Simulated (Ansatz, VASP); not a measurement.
SiC in VASP and in Ansatz

```
Si C
1.0
     3.09693    0.00000    0.00000
     0.00000    4.37973    0.00000
     0.00000    0.00000   25.83927
Si C
8 8
Direct
  0.00000 0.29400 0.29997
  0.50000 0.74443 0.34808
  0.00000 0.24731 0.41053
  0.50000 0.74493 0.46988
  0.00000 0.24493 0.53012
  0.50000 0.74731 0.58947
  0.00000 0.24443 0.65192
  0.50000 0.79400 0.70003
  0.50000 0.48838 0.29060
  0.00000 0.98861 0.34957
  0.50000 0.49744 0.40998
  0.00000 0.99490 0.46998
  0.50000 0.49490 0.53002
  0.00000 0.99744 0.59002
  0.50000 0.48861 0.65043
  0.00000 0.98838 0.70940
```

Alike in both runs: functional PBE; k mesh 9 × 6 × 1; occupations gaussian, width 0.05 eV; no spin polarisation.

Ansatz relaxed the structure, and its values are those at the end. VASP's run is a single point on that final structure, the one shown.

|  | VASP | Ansatz |
| --- | --- | --- |
| version | VASP 6.6.1 | Ansatz 0.2.0 |
| potentials or method | VASP PAW PBE potentials, release 64 (Si, C), cutoff 520 eV | scalar-relativistic, plane waves, PAW |
| valence electrons in the cell | 64 | 64 |

|  | VASP | Ansatz | Ansatz less VASP |
| --- | --- | --- | --- |
| gap on the k mesh at the Fermi level (eV) | 0.51 | 0.52 | +0.007 |
| least direct gap on the mesh (eV) | 0.88 | 0.89 | +0.006 |
| rms of the force components (eV/Å) | 0.005 | 0.002 | -0.0029 |
